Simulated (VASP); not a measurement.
## Pd: single point with PBEsol+D4

Pd:

```
CELL_PARAMETERS angstrom
-1.57228 1.57228 1.57228
1.57228 -1.57228 1.57228
1.57228 1.57228 -1.57228
ATOMIC_POSITIONS crystal
Pd 0.00000 0.00000 0.00000
```

```json
{"Program": "VASP 6.6.1", "Task": "single point", "Functional": "PBEsol", "Dispersion": "D4", "Potentials or basis": "VASP PAW PBE potentials, release 64 (Pd)", "Cutoff": "520 eV", "k mesh": "12 × 12 × 12", "Occupations": "fermi-dirac, width 0.02 eV", "Spin": "no spin polarisation", "Dipole correction": "no", "Further INCAR settings": "ALGO = Normal; EDIFF = 1e-06; NBANDS = 11"}
```

* Pressure: -13.1 GPa
* Band gap on the k mesh: zero (band 5 reaches 9.31 eV, above the bottom of band 6 at 7.77 eV)
* Dispersion energy per atom: -0.273 eV

Levels at points of the mesh, in eV from the Fermi level:
```tsv
k point	band 3	band 4	band 5	band 6	band 7	band 8
(0.00, 0.00, 0.00)	-2.71	-2.71	-0.84	-0.84	19.24	19.24
(0.50, 0.00, 0.00)	-0.92	-0.63	0.59	1.44	7.51	14.98
(0.50, 0.50, 0.50)	0.23	0.23	0.23	8.99	8.99	8.99
```

It took 6.7 s on 1 thread of AMD EPYC 7R13 Processor (Zen 3), on a shared host, peak memory 0.1 GiB.

Caveat: the PAW data sets were made with another functional, which shifts forces and pressure a little; pairwise dispersion overbinds metals, which lowers pressure and volume.
